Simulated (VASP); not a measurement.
# BaTiO3 (P4/mmm) in VASP: further runs

The runs below take BaTiO3 through single point, with PBE, r2SCAN.

Everything below comes from runs of VASP 6.6.1. Logs are shortened: lines on timing, memory, paths and dates and some standing lists are left out, and cuts for length are marked.

## Step 1: The cell of the first run

It takes space group P4/mmm (No. 123, tetragonal). Conventional cell: a = 3.834 Å, b = 3.834 Å, c = 4.123 Å, α = 90.00°, β = 90.00°, γ = 90.00°. Within 3.6 Å of Ba (site symmetry 4/mmm) lie 12 O at 2.71 to 2.82 Å and 8 Ti at 3.41 Å. Ti (site symmetry 4/mmm) has 6 O at 1.92 to 2.06 Å within 2.5 Å. O (site symmetry 4/mmm) has 2 Ti at 2.06 Å and 4 Ba at 2.71 Å and 8 O at 2.82 Å within 2.9 Å. Within 2.5 Å of O (site symmetry mmm) lie 2 Ti at 1.92 Å.

## Step 2: Single point, PBE (epitaxial xy strain -4.0%)

File INCAR:

```
PREC     = Accurate       # precision mode
ENCUT    = 520            # plane-wave cutoff, eV
EDIFF    = 1E-6           # SCF threshold, eV
ISMEAR   = -1             # smearing method
SIGMA    = 0.02           # smearing width, eV
LREAL    = False          # projectors in reciprocal space
LASPH    = True           # aspherical terms in the spheres
NELM     = 60             # most SCF steps
ALGO     = Normal         # electronic algorithm
ISIF     = 2              # what is computed and relaxed
LWAVE    = False          # write WAVECAR
LCHARG   = False          # write CHGCAR
GGA      = PE             # functional
NBANDS   = 28             # bands
```

File KPOINTS:

```
regular mesh
0
Gamma
  6 6 6
```

File POSCAR:

```
BaTiO3
1.0
    3.8343326596      0.0000000000      0.0000000000
    0.0000000000      3.8343326596      0.0000000000
    0.0000000000      0.0000000000      4.1229850228
Ba Ti O
1 1 3
Direct
    0.0000000000      0.0000000000      0.0000000000
    0.5000000000      0.5000000000      0.5000000000
    0.5000000000      0.5000000000      0.0000000000
    0.5000000000      0.0000000000      0.5000000000
    0.0000000000      0.5000000000      0.5000000000
```

Potentials or basis: VASP PAW PBE potentials, release 64 (Ba_sv, Ti_sv, O).

On the command line:

```bash
cat potpaw_PBE.64/Ba_sv/POTCAR potpaw_PBE.64/Ti_sv/POTCAR potpaw_PBE.64/O/POTCAR > POTCAR
mpirun -np 1 vasp_std > vasp.out
```

OUTCAR:

```text
PREC = Accurate
   ENCUT = 520
   EDIFF = 1E-6
   ISMEAR = -1
   LREAL = False
   LASPH = True
   NELM = 60
   ISIF = 2
   GGA = PE

 ion  position               nearest neighbor table
   1  0.000  0.000  0.000-   3 2.71   3 2.71   3 2.71   3 2.71   5 2.82   4 2.82   5 2.82   5 2.82
                             5 2.82   4 2.82   4 2.82   4 2.82   2 3.41   2 3.41   2 3.41   2 3.41
   2  0.500  0.500  0.500-   4 1.92   5 1.92   4 1.92   5 1.92   3 2.06   3 2.06   1 3.41   1 3.41
                             1 3.41   1 3.41   1 3.41   1 3.41   1 3.41   1 3.41
   3  0.500  0.500  0.000-   2 2.06   2 2.06   1 2.71   1 2.71   1 2.71   1 2.71
   4  0.500  0.000  0.500-   2 1.92   2 1.92   1 2.82   1 2.82   1 2.82   1 2.82
   5  0.000  0.500  0.500-   2 1.92   2 1.92   1 2.82   1 2.82   1 2.82   1 2.82

  LATTYP: Found a simple tetragonal cell.
 ALAT       =     3.8343326596
 C/A-ratio  =     1.0752809912

  Lattice vectors:

 A1 = (   3.8343326596,   0.0000000000,   0.0000000000)
 A2 = (   0.0000000000,   3.8343326596,   0.0000000000)
 A3 = (   0.0000000000,   0.0000000000,   4.1229850228)

Analysis of symmetry for initial positions (statically):
=====================================================================
 Subroutine PRICEL returns:
 Original cell was already a primitive cell.

 Routine SETGRP: Setting up the symmetry group for a
 simple tetragonal supercell.

 Subroutine GETGRP returns: Found 16 space group operations
 (whereof 16 operations were pure point group operations)
 out of a pool of 16 trial point group operations.

The static configuration has the point symmetry D_4h.

Analysis of symmetry for dynamics (positions and initial velocities):
=====================================================================
 Subroutine PRICEL returns:
 Original cell was already a primitive cell.

 Routine SETGRP: Setting up the symmetry group for a
 simple tetragonal supercell.

 Subroutine GETGRP returns: Found 16 space group operations
 (whereof 16 operations were pure point group operations)
 out of a pool of 16 trial point group operations.

The dynamic configuration has the point symmetry D_4h.

 Subroutine INISYM returns: Found 16 space group operations
 (whereof 16 operations are pure point group operations),
 and found     1 'primitive' translations

----------------------------------------------------------------------------------------

                                     Primitive cell

[... 96 lines left out ...]
   EDIFF  = 0.1E-05   stopping-criterion for ELM
   LREAL  =      F    real-space projection
   EDIFFG = 0.1E-04   stopping-criterion for IOM
   NSW    =      0    number of steps for IOM
   IBRION =     -1    ionic relax: 0-MD 1-quasi-New 2-CG
   NFREE  =      0    steps in history (QN), initial steepest desc. (CG)
   ISIF   =      2    stress and relaxation
   ISYM   =      2    0-nonsym 1-usesym 2-fastsym
   POTIM  = 0.5000    time-step for ionic-motion
   TEBEG  =    0.0;   TEEND  =   0.0 temperature during run
   PSTRESS=    0.0 pullay stress
   NELECT =      40.0000    total number of electrons
   NUPDOWN=      -1.0000    fix difference up-down
   EMIN   =  10.00;   EMAX   =-10.00  energy-range for DOS
   EFERMI =   0.00;   METHOD = LEGACY
   ISMEAR =    -1;   SIGMA  =   0.02  broadening in eV -4-tet -1-fermi 0-gaus
   EFERMI_NEDOS =   21; number of points for ismear=-14 and -15
   IALGO  =     38    algorithm
   IMIX   =      4    mixing-type and parameters
     AMIX     =   0.40;   BMIX     =  1.00
     AMIX_MAG =   1.60;   BMIX_MAG =  1.00
  volume/ion in A,a.u.               =      12.12        81.81
  Fermi-wavevector in a.u.,A,eV,Ry     =   1.425272  2.693373 27.638874  2.031400
  Thomas-Fermi vector in A             =   2.545674
   LORBIT       =      0    0 simple, 1 ext, 2 COOP (PROOUT), +10 PAW based schemes
   GGA     = PE    functional components
   LHFCALC =     F    Hartree Fock is set to
   AEXX    =    0.0000 exact exchange contribution
   IVDW    =     0    specifies the selected vdW correction
   LEPSILON=     F    determine dielectric tensor
   LRPA    =     F    only Hartree local field effects (RPA)
 non-spin polarized calculation
  energy-cutoff  :      520.00
  volume of cell :       60.62
 maximum number of plane-waves:      1656
 NGX is ok and might be reduce to    30
   NGX = 15   NGY = 15   NGZ = 15

 number of electron      40.0000028 magnetization

 Free energy of the ion-electron system (eV)
  ---------------------------------------------------
  ext. energy  EPLUGINS =         0.00000000
  ---------------------------------------------------
  free energy    TOTEN  =       -39.59658938 eV

  energy without entropy =      -39.59658938  energy(sigma->0) =      -39.59658938

 E-fermi :   4.8826     XC(G=0): -11.5556

 val. band max:        4.4037903708   @ k =   0.5000   0.5000   0.5000
 cond. band min:       6.0995616902   @ k =   0.0000   0.0000   0.0000
 fundamental gap:      1.6957713194
 Fermi energy:         4.8826002539

 k-point     1 :       0.0000    0.0000    0.0000
  band No.  band energies     occupation
      1     -52.1011      2.00000
      2     -28.3656      2.00000
      3     -28.3656      2.00000
      4     -28.3283      2.00000
      5     -20.4219      2.00000
      6     -12.8598      2.00000
[... 733 lines left out ...]
     27      12.7108      0.00000
     28      13.9685      0.00000

 [... further k-points ...]

------------------------ aborting loop because EDIFF is reached ----------------------------------------

  FORCE on cell =-STRESS in cart. coord.  units (eV):
  Direction    XX          YY          ZZ          XY          YZ          ZX
  --------------------------------------------------------------------------------------
  -------------------------------------------------------------------------------------
  Total        8.5561682      8.5561682      1.9522530      0.0000000      0.0000000      0.0000000
  in kB      226.1510261    226.1510261     51.6006712      0.0000000      0.0000000      0.0000000
  external PRESSURE =     167.9675744 kB  Pullay stress =       0.0000000 kB

 VOLUME and BASIS-vectors are now :
 -----------------------------------------------------------------------------
  energy-cutoff  :      520.00
  volume of cell :       60.62
      direct lattice vectors                 reciprocal lattice vectors
     3.834332660  0.000000000  0.000000000     0.260801576  0.000000000  0.000000000
     0.000000000  3.834332660  0.000000000     0.000000000  0.260801576  0.000000000
     0.000000000  0.000000000  4.122985023     0.000000000  0.000000000  0.242542720

 POSITION                                       TOTAL-FORCE (eV/Angst)
 -----------------------------------------------------------------------------------
      0.00000      0.00000      0.00000         0.000000      0.000000      0.000000
      1.91717      1.91717      2.06149         0.000000      0.000000      0.000000
      1.91717      1.91717      0.00000         0.000000      0.000000      0.000000
      1.91717      0.00000      2.06149         0.000000      0.000000      0.000000
      0.00000      1.91717      2.06149         0.000000      0.000000      0.000000
 -----------------------------------------------------------------------------------
    total drift:                                0.000000      0.000000     -0.000000

  FREE ENERGIE OF THE ION-ELECTRON SYSTEM (eV)
  ---------------------------------------------------
  free  energy   TOTEN  =       -39.5965893846 eV

  energy  without entropy=      -39.5965893846  energy(sigma->0) =      -39.59658938
```

OSZICAR:

```text
N       E                     dE             d eps       ncg     rms          rms(c)
DAV:   1     0.435809380307E+03    0.43581E+03   -0.21017E+04  2240   0.157E+03
DAV:   2    -0.574629842735E+01   -0.44156E+03   -0.42091E+03  2608   0.434E+02
DAV:   3    -0.484047143937E+02   -0.42658E+02   -0.42283E+02  3172   0.133E+02
DAV:   4    -0.503112439206E+02   -0.19065E+01   -0.19030E+01  3308   0.244E+01
DAV:   5    -0.503650481580E+02   -0.53804E-01   -0.53797E-01  3064   0.312E+00    0.246E+01
DAV:   6    -0.396697084620E+02    0.10695E+02   -0.53902E+01  3048   0.689E+01    0.987E+00
DAV:   7    -0.396943411886E+02   -0.24633E-01   -0.82923E+00  2864   0.212E+01    0.716E+00
DAV:   8    -0.395838097593E+02    0.11053E+00   -0.81560E-01  2804   0.865E+00    0.272E+00
DAV:   9    -0.396100715787E+02   -0.26262E-01   -0.19405E-01  2744   0.291E+00    0.107E+00
DAV:  10    -0.395982188254E+02    0.11853E-01   -0.75111E-02  2760   0.240E+00    0.400E-01
DAV:  11    -0.395967154111E+02    0.15034E-02   -0.87082E-03  3432   0.783E-01    0.668E-02
DAV:  12    -0.395966062132E+02    0.10920E-03   -0.13177E-03  2612   0.381E-01    0.778E-02
DAV:  13    -0.395965908974E+02    0.15316E-04   -0.24618E-04  2968   0.127E-01    0.203E-02
DAV:  14    -0.395965951621E+02   -0.42647E-05   -0.88362E-05  2848   0.964E-02    0.256E-02
DAV:  15    -0.395965894027E+02    0.57594E-05   -0.23613E-05  2940   0.478E-02    0.407E-03
DAV:  16    -0.395965893846E+02    0.18127E-07   -0.21245E-06  1776   0.138E-02
   1 F= -.39596589E+02 E0= -.39596589E+02  d E =-.418748E-12
```

Run time: 36 s. Hardware: 1 thread of AMD EPYC 9R45 (Zen 5), shared host; peak memory 0.19 GiB.

What came out:

| Quantity | Value |
| --- | --- |
| Free energy | -39.5966 eV |
| Pressure | 16.8 GPa |
| Band gap on the k mesh | 1.70 eV (least direct gap 1.86 eV) |

Levels at points of the mesh, in eV from the valence-band top:
| k point | band 17 | band 18 | band 19 | band 20 | band 21 | band 22 | band 23 | band 24 |
| --- | --- | --- | --- | --- | --- | --- | --- | --- |
| (0.00, 0.00, 0.00) | -1.17 | -0.29 | -0.16 | -0.16 | 1.70 | 1.70 | 1.84 | 3.85 |
| (0.50, 0.00, 0.00) | -2.28 | -2.03 | -0.91 | -0.81 | 1.91 | 3.88 | 3.91 | 3.99 |
| (0.50, 0.50, 0.00) | -1.82 | -0.53 | -0.53 | -0.06 | 3.89 | 3.89 | 4.41 | 4.63 |
| (0.00, 0.00, 0.50) | -1.48 | -1.48 | -0.76 | -0.76 | 1.96 | 3.25 | 3.25 | 4.51 |
| (0.50, 0.00, 0.50) | -1.77 | -1.21 | -1.17 | -0.38 | 3.27 | 3.91 | 4.06 | 5.34 |
| (0.50, 0.50, 0.50) | -2.38 | -0.11 | -0.11 | 0.00 | 4.35 | 4.35 | 4.67 | 6.63 |

Caveat: the cell differs from its parent crystal (epitaxial xy strain -4.0%); the stress differs along the axes, from 5 to 23 GPa; spin-orbit coupling is left out, which moves the levels of the heavy elements. A k mesh can miss the band edges.

## Step 3: Single point, PBE (epitaxial xy strain +4.0%)

File INCAR:

```
  ALGO = Normal
  EDIFF = 1E-6
  ENCUT = 520
  GGA = PE
  ISIF = 2
  ISMEAR = -1
  LASPH = T
  LCHARG = T
  LELF = T
  LREAL = F
  LVHAR = T
  LWAVE = F
  NBANDS = 28
  NELM = 60
  PREC = Accurate
  SIGMA = 0.02
```

File KPOINTS:

```
k-points
0
Gamma
  6 6 6
```

Changes to POSCAR since step 2:

```diff
@@ -2,5 +2,5 @@
 1.0
-    3.8343326596      0.0000000000      0.0000000000
-    0.0000000000      3.8343326596      0.0000000000
-    0.0000000000      0.0000000000      4.1229850228
+    4.1538603812      0.0000000000      0.0000000000
+    0.0000000000      4.1538603812      0.0000000000
+    0.0000000000      0.0000000000      3.8932554685
 Ba Ti O
```

Potentials or basis: VASP PAW PBE potentials, release 64 (Ba_sv, Ti_sv, O).

On the command line:

```bash
cat potpaw_PBE.64/Ba_sv/POTCAR potpaw_PBE.64/Ti_sv/POTCAR potpaw_PBE.64/O/POTCAR > POTCAR
mpirun -np 1 vasp_std > vasp.out
```

Wall time 43 s (1 thread of AMD EPYC 9R45 (Zen 5), shared host); peak memory 0.2 GiB.

The run converged. Its results:

```
Free energy            : -39.8699 eV
Pressure               : -2.7 GPa
Band gap on the k mesh : 1.53 eV (least direct gap 1.72 eV)
```

Stress tensor (GPa, compression positive):
```
-6.54  0.00  0.00
 0.00 -6.54  0.00
 0.00  0.00  4.86
```

Levels at points of the mesh, in eV from the valence-band top:
```tsv
k point	band 16	band 17	band 18	band 19	band 20	band 21	band 22	band 23	band 24	band 25
(0.00, 0.00, 0.00)	-1.12	-0.91	-0.25	-0.25	-0.19	1.53	1.64	1.64	3.33	3.73
(0.50, 0.00, 0.00)	-1.80	-1.60	-1.58	-0.77	-0.71	1.76	3.03	3.06	3.61	5.41
(0.50, 0.50, 0.00)	-2.29	-1.81	-1.30	-1.30	-0.26	3.06	3.06	3.39	4.74	6.67
(0.00, 0.00, 0.50)	-2.31	-1.84	-1.83	-0.80	-0.80	1.72	3.34	3.57	3.57	5.62
(0.50, 0.00, 0.50)	-2.55	-1.75	-0.80	-0.78	-0.14	3.04	3.58	3.78	4.13	7.26
(0.50, 0.50, 0.50)	-2.74	-2.09	-0.13	0.00	0.00	3.64	3.98	3.98	6.28	6.50
```

Caveat: the cell differs from its parent crystal (epitaxial xy strain +4.0%); the stress differs along the axes, from -7 to 5 GPa; spin-orbit coupling is left out, which moves the levels of the heavy elements. A k mesh can miss the band edges.

## Step 4: Single point, r2SCAN (epitaxial xy strain -4.0%)

Changes to POSCAR since step 3:

```diff
@@ -2,5 +2,5 @@
 1.0
-    4.1538603812      0.0000000000      0.0000000000
-    0.0000000000      4.1538603812      0.0000000000
-    0.0000000000      0.0000000000      3.8932554685
+    3.8343326596      0.0000000000      0.0000000000
+    0.0000000000      3.8343326596      0.0000000000
+    0.0000000000      0.0000000000      4.1229850228
 Ba Ti O
```

File INCAR.step1:

```
SYSTEM = BaTiO3
  PREC = Accurate
  ENCUT = 520
  ISMEAR = 0
  SIGMA = 0.01
  LREAL = .False.
  LASPH = .True.
  NELM = 100
  NBANDS = 28
  GGA = PE
  ALGO = Normal
  EDIFF = 1E-4
  LWAVE = .True.
  LCHARG = .False.
```

File INCAR.step2:

```
SYSTEM = BaTiO3
  PREC = Accurate
  ENCUT = 520
  EDIFF = 1E-6
  ISMEAR = 0
  SIGMA = 0.01
  LREAL = .False.
  LASPH = .True.
  NELM = 100
  ALGO = Normal
  ISIF = 2
  LWAVE = .False.
  LCHARG = .True.
  METAGGA = R2SCAN
  LMIXTAU = .True.
  LELF = .True.
  LVHAR = .True.
  NBANDS = 28
  ISTART = 1
```

File KPOINTS:

```
Automatic mesh
0
Gamma
  6 6 6
  0 0 0
```

On the command line:

```bash
cat potpaw_PBE.64/Ba_sv/POTCAR potpaw_PBE.64/Ti_sv/POTCAR potpaw_PBE.64/O/POTCAR > POTCAR
cp INCAR.step1 INCAR
mpirun -np 1 vasp_std > vasp.out
cp INCAR.step2 INCAR
mpirun -np 1 vasp_std > vasp.out
```

It took 2.4 min on 1 thread of AMD EPYC 9R45 (Zen 5), shared host; peak memory 0.19 GiB.

Results (log left out):

- Free energy: -73.9232 eV
- Pressure: 14.0 GPa
- Band gap on the k mesh: 2.11 eV (least direct gap 2.28 eV)

Stress tensor (GPa, compression positive):
```
20.01  0.00  0.00
 0.00 20.01  0.00
 0.00  0.00  2.02
```

Levels at points of the mesh, in eV from the valence-band top:
```
           k point  band 17  band 18  band 19  band 20  band 21  band 22  band 23  band 24
(0.00, 0.00, 0.00)    -1.20    -0.29    -0.17    -0.17     2.11     2.11     2.25     4.16
(0.50, 0.00, 0.00)    -2.29    -2.00    -0.94    -0.83     2.32     4.28     4.29     4.31
(0.50, 0.50, 0.00)    -1.85    -0.52    -0.52    -0.06     4.29     4.29     4.84     5.01
(0.00, 0.00, 0.50)    -1.46    -1.46    -0.80    -0.80     2.37     3.63     3.63     4.80
(0.50, 0.00, 0.50)    -1.84    -1.23    -1.20    -0.37     3.65     4.31     4.48     5.69
(0.50, 0.50, 0.50)    -2.38    -0.10    -0.10     0.00     4.76     4.76     5.09     7.33
```

Caveat: the cell differs from its parent crystal (epitaxial xy strain -4.0%); the stress differs along the axes, from 2 to 20 GPa; the PAW data sets were made with another functional, which shifts forces and pressure a little; spin-orbit coupling is left out, which moves the levels of the heavy elements.

## Step 5: Single point, r2SCAN (epitaxial xy strain +4.0%)

Changes to POSCAR since step 4:

```diff
@@ -2,5 +2,5 @@
 1.0
-    3.8343326596      0.0000000000      0.0000000000
-    0.0000000000      3.8343326596      0.0000000000
-    0.0000000000      0.0000000000      4.1229850228
+    4.1538603812      0.0000000000      0.0000000000
+    0.0000000000      4.1538603812      0.0000000000
+    0.0000000000      0.0000000000      3.8932554685
 Ba Ti O
```

File INCAR.step1:

```
SYSTEM = BaTiO3
PREC = Accurate
ENCUT = 520
ISMEAR = 0
SIGMA = 0.01
LREAL = .FALSE.
LASPH = .TRUE.
NELM = 100
NBANDS = 28
GGA = PE
ALGO = Normal
EDIFF = 1E-4
LWAVE = .TRUE.
LCHARG = .FALSE.
```

File INCAR.step2:

```
SYSTEM = BaTiO3
PREC = Accurate
ENCUT = 520
EDIFF = 1E-6
ISMEAR = 0
SIGMA = 0.01
LREAL = .FALSE.
LASPH = .TRUE.
NELM = 100
ALGO = Normal
ISIF = 2
LWAVE = .FALSE.
LCHARG = .FALSE.
METAGGA = R2SCAN
LMIXTAU = .TRUE.
NBANDS = 28
ISTART = 1
```

File KPOINTS:

```
regular mesh
0
G
  6 6 6
  0 0 0
```

On the command line:

```bash
cat potpaw_PBE.64/Ba_sv/POTCAR potpaw_PBE.64/Ti_sv/POTCAR potpaw_PBE.64/O/POTCAR > POTCAR
cp INCAR.step1 INCAR
mpirun -np 1 vasp_std > vasp.out
cp INCAR.step2 INCAR
mpirun -np 1 vasp_std > vasp.out
```

Run time: 1.8 min. Hardware: 1 thread of AMD EPYC 9R45 (Zen 5), shared host; peak memory 0.2 GiB.

Results (log left out):

```yaml
Free_energy: -74.0751 eV
Pressure: -5.9 GPa
Band_gap_on_the_k_mesh: 1.90 eV (least direct gap 2.11 eV)
```

Stress tensor (GPa, compression positive):
```
-9.85  0.00  0.00
 0.00 -9.85  0.00
 0.00  0.00  1.87
```

Levels at points of the mesh, in eV from the valence-band top:
| k point | band 16 | band 17 | band 18 | band 19 | band 20 | band 21 | band 22 | band 23 | band 24 | band 25 |
| --- | --- | --- | --- | --- | --- | --- | --- | --- | --- | --- |
| (0.00, 0.00, 0.00) | -1.15 | -0.94 | -0.26 | -0.26 | -0.21 | 1.90 | 2.01 | 2.01 | 3.59 | 3.99 |
| (0.50, 0.00, 0.00) | -1.79 | -1.59 | -1.57 | -0.81 | -0.74 | 2.12 | 3.37 | 3.40 | 3.87 | 5.75 |
| (0.50, 0.50, 0.00) | -2.28 | -1.90 | -1.34 | -1.34 | -0.25 | 3.40 | 3.40 | 3.76 | 5.04 | 7.06 |
| (0.00, 0.00, 0.50) | -2.33 | -1.85 | -1.81 | -0.82 | -0.82 | 2.08 | 3.60 | 3.93 | 3.93 | 6.01 |
| (0.50, 0.00, 0.50) | -2.53 | -1.80 | -0.80 | -0.79 | -0.14 | 3.39 | 3.93 | 4.16 | 4.45 | 7.73 |
| (0.50, 0.50, 0.50) | -2.77 | -2.09 | -0.13 | 0.00 | 0.00 | 4.00 | 4.35 | 4.35 | 6.94 | 7.06 |

Caveat: the cell differs from its parent crystal (epitaxial xy strain +4.0%); the stress differs along the axes, from -10 to 2 GPa; the PAW data sets were made with another functional, which shifts forces and pressure a little; spin-orbit coupling is left out, which moves the levels of the heavy elements. A k mesh can miss the band edges.

(Part 1 of 2 ends here.)
